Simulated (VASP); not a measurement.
A run of VASP 6.6.1:

The input INCAR:

```
SYSTEM = Zr3Si2F
  ALGO = Normal
  EDIFF = 1E-6
  ENCUT = 520
  GGA = PE
  ISIF = 2
  ISMEAR = 0
  LASPH = .TRUE.
  LCHARG = .FALSE.
  LREAL = .FALSE.
  LWAVE = .FALSE.
  NBANDS = 34
  NELM = 60
  PREC = Accurate
  SIGMA = 0.1
```

Contents of KPOINTS:

```
k-points
0
G
  6 6 6
  0 0 0
```

POSCAR

```
Zr3Si2F
1.0
    2.9893957942      1.7259284652      3.3034348132
   -2.9893957942      1.7259284652      3.3034348132
    0.0000000000     -3.4518569343      3.3034348112
Zr Si F
3 2 1
Direct
    0.5000000000      0.0000000000      0.5000000000
    0.0000000000      0.5000000000      0.5000000000
    0.5000000000      0.5000000000      0.0000000000
    0.1148076951      0.1148076951      0.1148076951
    0.8851923049      0.8851923049      0.8851923049
    0.5000000000      0.5000000000      0.5000000000
```

Potentials or basis: VASP PAW PBE potentials, release 64 (Zr_sv, Si, F).

The run is started by

```sh
$ cat potpaw_PBE.64/Zr_sv/POTCAR potpaw_PBE.64/Si/POTCAR potpaw_PBE.64/F/POTCAR > POTCAR
$ mpirun -np 1 vasp_std > vasp.out
```

Hardware: 1 thread of Intel(R) Xeon(R) Platinum 8559C (Emerald Rapids), on a shared host.

**Question.** Estimate the wall time of this run.

**Answer.** It took 74 s on 1 thread of Intel(R) Xeon(R) Platinum 8559C (Emerald Rapids), with other jobs on the host, peak memory 0.25 GiB. Counts: scf iterations 13, k points 32.
